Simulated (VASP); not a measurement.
# Sn3GeO (Pm-3m) in VASP: notebook

Sn3GeO is run at these levels: PBE; tasks: single point, relaxation of cell and atoms.

All numbers are computed with VASP 6.6.1; they aren't measurements. Logs are shortened: lines on timing, memory, paths and dates and some standing lists are left out, and cuts for length are marked.

## Step 1: The cell of the first run

The structure is cubic, space group Pm-3m (No. 221). Conventional cell: a = 5.358 Å, b = 5.358 Å, c = 5.358 Å, α = 90.00°, β = 90.00°, γ = 90.00°. Sn (site symmetry 4/mmm) has 2 Ge at 2.68 Å within 3.5 Å. Within 3.5 Å of Ge (site symmetry m-3m) lie 6 Sn at 2.68 Å. O (site symmetry m-3m) has 12 Sn at 3.79 Å and 8 Ge at 4.64 Å within 5.0 Å.

The cell was generated, and may not be a known phase.

## Step 2: Single point, PBE

Input file INCAR:

```
PREC     = Accurate       # precision mode
ENCUT    = 520            # plane-wave cutoff, eV
EDIFF    = 1E-6           # SCF threshold, eV
ISMEAR   = 0              # smearing method
SIGMA    = 0.1            # smearing width, eV
LREAL    = False          # projectors in reciprocal space
LASPH    = True           # aspherical terms in the spheres
NELM     = 60             # most SCF steps
ALGO     = Normal         # electronic algorithm
ISIF     = 2              # what is computed and relaxed
LWAVE    = False          # write WAVECAR
LCHARG   = False          # write CHGCAR
GGA      = PE             # functional
NBANDS   = 39             # bands
```

Input file KPOINTS:

```
Automatic mesh
0
Gamma
  4 4 4
```

Input file POSCAR:

```
Sn3GeO
1.0
    5.3583586643      0.0000000000      0.0000000000
    0.0000000000      5.3583586643      0.0000000000
    0.0000000000      0.0000000000      5.3583586643
Sn Ge O
3 1 1
Direct
    0.0000000000      0.5000000000      0.5000000000
    0.5000000000      0.0000000000      0.5000000000
    0.5000000000      0.5000000000      0.0000000000
    0.5000000000      0.5000000000      0.5000000000
    0.0000000000      0.0000000000      0.0000000000
```

Potentials or basis: VASP PAW PBE potentials, release 64 (Sn_d, Ge_d, O).

Run with:

```
$ cat potpaw_PBE.64/Sn_d/POTCAR potpaw_PBE.64/Ge_d/POTCAR potpaw_PBE.64/O/POTCAR > POTCAR
$ mpirun -np 1 vasp_std > vasp.out
```

OUTCAR:

```text
PREC = Accurate
   ENCUT = 520
   EDIFF = 1E-6
   ISMEAR = 0
   LREAL = False
   LASPH = True
   NELM = 60
   ISIF = 2
   GGA = PE

 ion  position               nearest neighbor table
   1  0.000  0.500  0.500-   4 2.68   4 2.68
   2  0.500  0.000  0.500-   4 2.68   4 2.68
   3  0.500  0.500  0.000-   4 2.68   4 2.68
   4  0.500  0.500  0.500-   1 2.68   2 2.68   3 2.68   3 2.68   2 2.68   1 2.68
   5  0.000  0.000  0.000-

  LATTYP: Found a simple cubic cell.
 ALAT       =     5.3583586643

  Lattice vectors:

 A1 = (   5.3583586643,   0.0000000000,   0.0000000000)
 A2 = (   0.0000000000,   5.3583586643,   0.0000000000)
 A3 = (   0.0000000000,   0.0000000000,   5.3583586643)

Analysis of symmetry for initial positions (statically):
=====================================================================
 Subroutine PRICEL returns:
 Original cell was already a primitive cell.

 Routine SETGRP: Setting up the symmetry group for a
 simple cubic supercell.

 Subroutine GETGRP returns: Found 48 space group operations
 (whereof 48 operations were pure point group operations)
 out of a pool of 48 trial point group operations.

The static configuration has the point symmetry O_h .

Analysis of symmetry for dynamics (positions and initial velocities):
=====================================================================
 Subroutine PRICEL returns:
 Original cell was already a primitive cell.

 Routine SETGRP: Setting up the symmetry group for a
 simple cubic supercell.

 Subroutine GETGRP returns: Found 48 space group operations
 (whereof 48 operations were pure point group operations)
 out of a pool of 48 trial point group operations.

The dynamic configuration has the point symmetry O_h .

 Subroutine INISYM returns: Found 48 space group operations
 (whereof 48 operations are pure point group operations),
 and found     1 'primitive' translations

----------------------------------------------------------------------------------------

                                     Primitive cell

  volume of cell :     153.8492

  direct lattice vectors                    reciprocal lattice vectors
     5.358358664  0.000000000  0.000000000     0.186624312  0.000000000  0.000000000
     0.000000000  5.358358664  0.000000000     0.000000000  0.186624312  0.000000000
     0.000000000  0.000000000  5.358358664     0.000000000  0.000000000  0.186624312

  length of vectors
     5.358358664  5.358358664  5.358358664     0.186624312  0.186624312  0.186624312

  position of ions in fractional coordinates (direct lattice)
     0.000000000  0.500000000  0.500000000
     0.500000000  0.000000000  0.500000000
     0.500000000  0.500000000  0.000000000
     0.500000000  0.500000000  0.500000000
     0.000000000  0.000000000  0.000000000

  ion indices of the primitive-cell ions
   primitive index   ion index
                 1           1
                 2           2
                 3           3
                 4           4
                 5           5

----------------------------------------------------------------------------------------

 KPOINTS: Automatic mesh

Automatic generation of k-mesh.
 Grid dimensions read from file:
 generate k-points for:    4    4    4

 Generating k-lattice:

  Cartesian coordinates                     Fractional coordinates (reciprocal lattice)
     0.046656078  0.000000000  0.000000000     0.250000000  0.000000000  0.000000000
     0.000000000  0.046656078  0.000000000     0.000000000  0.250000000  0.000000000
     0.000000000  0.000000000  0.046656078     0.000000000  0.000000000  0.250000000

  Length of vectors
     0.046656078  0.046656078  0.046656078

  Shift w.r.t. Gamma in fractional coordinates (k-lattice)
     0.000000000  0.000000000  0.000000000

 Subroutine IBZKPT returns following result:
 ===========================================

 Found     10 irreducible k-points:

 Following reciprocal coordinates:
            Coordinates               Weight
  0.000000  0.000000  0.000000      1.000000
  0.250000  0.000000  0.000000      6.000000
  0.500000  0.000000  0.000000      3.000000
  0.250000  0.250000  0.000000     12.000000
  0.500000  0.250000  0.000000     12.000000
  0.500000  0.500000  0.000000      3.000000
  0.250000  0.250000  0.250000      8.000000
  0.500000  0.250000  0.250000     12.000000
  0.500000  0.500000  0.250000      6.000000
  0.500000  0.500000  0.500000      1.000000
   k-points           NKPTS =     10   k-points in BZ     NKDIM =     10   number of bands    NBANDS=     39
   number of dos      NEDOS =    301   number of ions     NIONS =      5
   total plane-waves  NPLWV =  64000
   dimension x,y,z NGX =    40 NGY =   40 NGZ =   40
   dimension x,y,z NGXF=    80 NGYF=   80 NGZF=   80
   ions per type =               3   1   1
   NGX,Y,Z   is equivalent  to a cutoff of  12.41, 12.41, 12.41 a.u.
   NGXF,Y,Z  is equivalent  to a cutoff of  24.82, 24.82, 24.82 a.u.
 SYSTEM =  unknown system
   PREC   = accura    normal or accurate (medium, high low for compatibility)
   ISTART =      0    job   : 0-new  1-cont  2-samecut
   ICHARG =      2    charge: 1-file 2-atom 10-const
   ISPIN  =      1    spin polarized calculation?
   LNONCOLLINEAR =      F non collinear calculations
   LSORBIT =      F    spin-orbit coupling
   LASPH  =      T    aspherical Exc in radial PAW
   ENCUT  =  520.0 eV  38.22 Ry    6.18 a.u.   9.96  9.96  9.96*2*pi/ulx,y,z
   NELM   =     60;   NELMIN=  2; NELMDL= -5     # of ELM steps
   EDIFF  = 0.1E-05   stopping-criterion for ELM
   LREAL  =      F    real-space projection
   EDIFFG = 0.1E-04   stopping-criterion for IOM
   NSW    =      0    number of steps for IOM
   IBRION =     -1    ionic relax: 0-MD 1-quasi-New 2-CG
   NFREE  =      0    steps in history (QN), initial steepest desc. (CG)
   ISIF   =      2    stress and relaxation
   ISYM   =      2    0-nonsym 1-usesym 2-fastsym
   POTIM  = 0.5000    time-step for ionic-motion
   TEBEG  =    0.0;   TEEND  =   0.0 temperature during run
   PSTRESS=    0.0 pullay stress
   NELECT =      62.0000    total number of electrons
   NUPDOWN=      -1.0000    fix difference up-down
   EMIN   =  10.00;   EMAX   =-10.00  energy-range for DOS
   EFERMI =   0.00;   METHOD = LEGACY
   ISMEAR =     0;   SIGMA  =   0.10  broadening in eV -4-tet -1-fermi 0-gaus
   EFERMI_NEDOS =   21; number of points for ismear=-14 and -15
   IALGO  =     38    algorithm
   IMIX   =      4    mixing-type and parameters
     AMIX     =   0.40;   BMIX     =  1.00
     AMIX_MAG =   1.60;   BMIX_MAG =  1.00
  volume/ion in A,a.u.               =      30.77       207.65
  Fermi-wavevector in a.u.,A,eV,Ry     =   1.209225  2.285103 19.894765  1.462224
  Thomas-Fermi vector in A             =   2.344808
   LORBIT       =      0    0 simple, 1 ext, 2 COOP (PROOUT), +10 PAW based schemes
   GGA     = PE    functional components
   LHFCALC =     F    Hartree Fock is set to
   AEXX    =    0.0000 exact exchange contribution
   IVDW    =     0    specifies the selected vdW correction
   LEPSILON=     F    determine dielectric tensor
   LRPA    =     F    only Hartree local field effects (RPA)
 non-spin polarized calculation
 Gauss-broadening in eV      SIGMA  =   0.10
  energy-cutoff  :      520.00
  volume of cell :      153.85
 maximum number of plane-waves:      4224
 NGX is ok and might be reduce to    40
   NGX = 19   NGY = 19   NGZ = 19

 number of electron      62.0000013 magnetization

 Free energy of the ion-electron system (eV)
  ---------------------------------------------------
  ext. energy  EPLUGINS =         0.00000000
  ---------------------------------------------------
  free energy    TOTEN  =       -17.04964317 eV

  energy without entropy =      -17.03083181  energy(sigma->0) =      -17.04023749

 E-fermi :   3.6869     XC(G=0):  -8.7294

 val. band max:        3.5946643516   @ k =   0.2500   0.2500   0.0000
 cond. band min:       3.7369048891   @ k =   0.5000   0.5000   0.5000
 fundamental gap:      0.1422405375
 Fermi energy:         3.6868597923

 k-point     1 :       0.0000    0.0000    0.0000
  band No.  band energies     occupation
      1     -20.9072      2.00000
      2     -20.9072      2.00000
      3     -20.8513      2.00000
      4     -20.8513      2.00000
      5     -20.8513      2.00000
      6     -18.1481      2.00000
[... 31 lines left out ...]
     38       8.8535      0.00000
     39       8.8535      0.00000

 k-point     2 :       0.2500    0.0000    0.0000
  band No.  band energies     occupation
      1     -20.9071      2.00000
      2     -20.8983      2.00000
      3     -20.8513      2.00000
      4     -20.8501      2.00000
      5     -20.8501      2.00000
      6     -18.1355      2.00000
[... 31 lines left out ...]
     38       9.0011      0.00000
     39      10.0721      0.00000

 k-point     3 :       0.5000    0.0000    0.0000
  band No.  band energies     occupation
      1     -20.9071      2.00000
      2     -20.8895      2.00000
      3     -20.8513      2.00000
      4     -20.8490      2.00000
      5     -20.8490      2.00000
      6     -18.1352      2.00000
[... 31 lines left out ...]
     38       6.5595      0.00000
     39       9.1869      0.00000

 k-point     4 :       0.2500    0.2500    0.0000
  band No.  band energies     occupation
      1     -20.9027      2.00000
      2     -20.8938      2.00000
      3     -20.8501      2.00000
      4     -20.8501      2.00000
      5     -20.8490      2.00000
      6     -18.1331      2.00000
[... 31 lines left out ...]
     38      10.1054      0.00000
     39      10.3155      0.00000
[... 166 lines left out ...]
     38       7.0731      0.00000
     39       9.9257      0.00000

 k-point     9 :       0.5000    0.5000    0.2500
  band No.  band energies     occupation
      1     -20.8893      2.00000
      2     -20.8803      2.00000
      3     -20.8478      2.00000
      4     -20.8478      2.00000
      5     -20.8467      2.00000
      6     -18.1284      2.00000
[... 31 lines left out ...]
     38       7.1981      0.00000
     39       7.7774      0.00000

 k-point    10 :       0.5000    0.5000    0.5000
  band No.  band energies     occupation
      1     -20.8802      2.00000
      2     -20.8802      2.00000
      3     -20.8467      2.00000
      4     -20.8467      2.00000
      5     -20.8467      2.00000
      6     -18.1295      2.00000
[... 31 lines left out ...]
     38       7.8171      0.00000
     39       7.8541      0.00000

------------------------ aborting loop because EDIFF is reached ----------------------------------------

  FORCE on cell =-STRESS in cart. coord.  units (eV):
  Direction    XX          YY          ZZ          XY          YZ          ZX
  --------------------------------------------------------------------------------------
  -------------------------------------------------------------------------------------
  Total        0.0439226      0.0439226      0.0439226     -0.0000000     -0.0000000     -0.0000000
  in kB        0.4574080      0.4574080      0.4574080     -0.0000000     -0.0000000     -0.0000000
  external PRESSURE =       0.4574080 kB  Pullay stress =       0.0000000 kB

 VOLUME and BASIS-vectors are now :
 -----------------------------------------------------------------------------
  energy-cutoff  :      520.00
  volume of cell :      153.85
      direct lattice vectors                 reciprocal lattice vectors
     5.358358664  0.000000000  0.000000000     0.186624312  0.000000000  0.000000000
     0.000000000  5.358358664  0.000000000     0.000000000  0.186624312  0.000000000
     0.000000000  0.000000000  5.358358664     0.000000000  0.000000000  0.186624312

 POSITION                                       TOTAL-FORCE (eV/Angst)
 -----------------------------------------------------------------------------------
      0.00000      2.67918      2.67918         0.000000      0.000000      0.000000
      2.67918      0.00000      2.67918         0.000000      0.000000      0.000000
      2.67918      2.67918      0.00000         0.000000      0.000000      0.000000
      2.67918      2.67918      2.67918         0.000000      0.000000      0.000000
      0.00000      0.00000      0.00000         0.000000      0.000000      0.000000
 -----------------------------------------------------------------------------------
    total drift:                               -0.000000      0.000000     -0.000000

  FREE ENERGIE OF THE ION-ELECTRON SYSTEM (eV)
  ---------------------------------------------------
  free  energy   TOTEN  =       -17.0496431713 eV

  energy  without entropy=      -17.0308318123  energy(sigma->0) =      -17.04023749
```

Run time: 48 s. Hardware: 1 thread of Intel Xeon Platinum 8375C at 2.90GHz (Ice Lake), shared host; peak memory 0.26 GiB.

Results:

- Free energy: -17.0496 eV
- Pressure: 0.0 GPa
- Band gap on the k mesh: zero (bands 31 and 32 overlap by 0.64 eV)

Caveat: spin-orbit coupling is left out, which moves the levels of the heavy elements.

## Step 3: Relaxation of cell and atoms, PBE

This run uses another cell than the first one, of 23.99 Å³/atom.

Input file INCAR:

```
SYSTEM = Sn3GeO
ALGO = Normal
EDIFF = 1E-7
EDIFFG = -0.04
ENCUT = 600
GGA = PE
IBRION = 2
ISIF = 3
ISMEAR = 0
LASPH = .TRUE.
LCHARG = .FALSE.
LREAL = .FALSE.
LWAVE = .FALSE.
NELM = 60
NSW = 90
PREC = Accurate
SIGMA = 0.1
```

Input file KPOINTS:

```
k-points
0
G
  4 4 4
  0 0 0
```

POSCAR, as its differences from that of step 2:

```diff
@@ -2,5 +2,5 @@
 1.0
-    5.3583586643      0.0000000000      0.0000000000
-    0.0000000000      5.3583586643      0.0000000000
-    0.0000000000      0.0000000000      5.3583586643
+    4.9316535400      0.0000000000      0.0000000000
+    0.0000000000      4.9316535400      0.0000000000
+    0.0000000000      0.0000000000      4.9316535400
 Sn Ge O
```

Potentials or basis: VASP PAW PBE potentials, release 64 (Sn_d, Ge_d, O).

Run with:

```
$ cat potpaw_PBE.64/Sn_d/POTCAR potpaw_PBE.64/Ge_d/POTCAR potpaw_PBE.64/O/POTCAR > POTCAR
$ mpirun -np 1 vasp_std > vasp.out
```

Run time: 2.2 min. Hardware: 1 thread of Intel Xeon Platinum 8375C at 2.90GHz (Ice Lake), shared host; peak memory 0.27 GiB.

It converged, with:

```yaml
Free_energy: -17.0383 eV
Relaxed_volume: 30.77 Å³/atom
Relaxed_cell: a = 5.358 Å, b = 5.358 Å, c = 5.358 Å, α = 90.00°, β = 90.00°, γ = 90.00°
Space_group_after_relaxing_to_0.1_Å: Pm-3m (No. 221)
Energy_gained_by_relaxing: 250.3 meV/atom
Ionic_steps: 3
Pressure_after_relaxing: 0.0 GPa
Band_gap_on_the_k_mesh: zero (bands 31 and 32 overlap by 0.64 eV)
```

The path:
```tsv
step	energy change (eV)	largest force (eV/Å)	pressure (GPa)	volume (Å³)
1	0.0000	0.0000	14.09	119.94
2	-1.2244	0.0000	-1.31	160.42
3	-1.2517	0.0000	0.04	153.84
```

Final structure:
```
CELL_PARAMETERS angstrom
5.35830 0.00000 0.00000
0.00000 5.35830 0.00000
0.00000 0.00000 5.35830
ATOMIC_POSITIONS crystal
Sn 0.00000 0.50000 0.50000
Sn 0.50000 0.00000 0.50000
Sn 0.50000 0.50000 0.00000
Ge 0.50000 0.50000 0.50000
O 0.00000 0.00000 0.00000
```

Levels at points of the mesh, in eV from the Fermi level:
```csv
k point,band 27,band 28,band 29,band 30,band 31,band 32,band 33,band 34,band 35,band 36
"(0.00, 0.00, 0.00)",-4.18,-3.51,-0.86,-0.86,-0.86,1.75,1.75,1.75,2.35,2.35
"(0.50, 0.00, 0.00)",-3.84,-1.09,-1.09,-0.65,0.55,0.76,0.76,0.78,1.93,1.93
"(0.50, 0.50, 0.00)",-1.83,-1.02,-1.02,-0.83,0.38,0.38,1.13,1.13,2.19,2.87
"(0.50, 0.50, 0.50)",-2.34,-2.34,0.05,0.05,0.05,2.27,2.27,2.78,2.78,2.78
```

Caveat: the volume moved by over 15 % at a fixed basis, so the end points are rough; spin-orbit coupling is left out, which moves the levels of the heavy elements.

The gap in the log of VASP goes by the Fermi energy; the results here count the filled bands.